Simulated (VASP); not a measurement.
Sb3Br: single point with PBE

Sb3Br:

```
Sb Br
1.0
     0.00000    4.36313    4.36313
     4.36313    0.00000    4.36313
     4.36313    4.36313    0.00000
Sb Br
3 1
Direct
  0.25000 0.25000 0.25000
  0.75000 0.75000 0.75000
  0.50000 0.50000 0.50000
  0.00000 0.00000 0.00000
```

The cell was generated, and may not be a known phase.

| Item | Value |
| --- | --- |
| Program | VASP 6.6.1 |
| Task | single point |
| Functional | PBE |
| Potentials or basis | VASP PAW PBE potentials, release 64 (Sb, Br) |
| Cutoff | 520 eV |
| k mesh | 4 × 4 × 4 |
| Occupations | gaussian, width 0.1 eV |
| Spin | no spin polarisation |
| Dipole correction | no |
| Further INCAR settings | ALGO = Normal; EDIFF = 1e-06; NBANDS = 19 |

- Pressure: -8.3 GPa
- Band gap on the k mesh: zero (bands 11 and 12 overlap by 1.38 eV)

Levels at points of the mesh, in eV from the Fermi level:
| k point | band 7 | band 8 | band 9 | band 10 | band 11 | band 12 | band 13 | band 14 | band 15 | band 16 |
| --- | --- | --- | --- | --- | --- | --- | --- | --- | --- | --- |
| (0.00, 0.00, 0.00) | -2.39 | -1.26 | -1.26 | -1.26 | -1.16 | -1.16 | -1.16 | 1.97 | 1.97 | 1.97 |
| (0.50, 0.00, 0.00) | -2.18 | -1.87 | -1.87 | -1.43 | 0.14 | 0.14 | 0.48 | 1.46 | 1.46 | 1.65 |
| (0.50, 0.50, 0.00) | -1.98 | -1.08 | -0.98 | -0.98 | 0.21 | 0.54 | 0.54 | 0.93 | 1.90 | 1.90 |

Wall time 28 s on 1 thread of Oxide Virtual Turin-like Processor (shared host), peak memory 0.28 GiB.

Caveat: the cell stands under tension; spin-orbit coupling is left out, which moves the levels of the heavy elements.
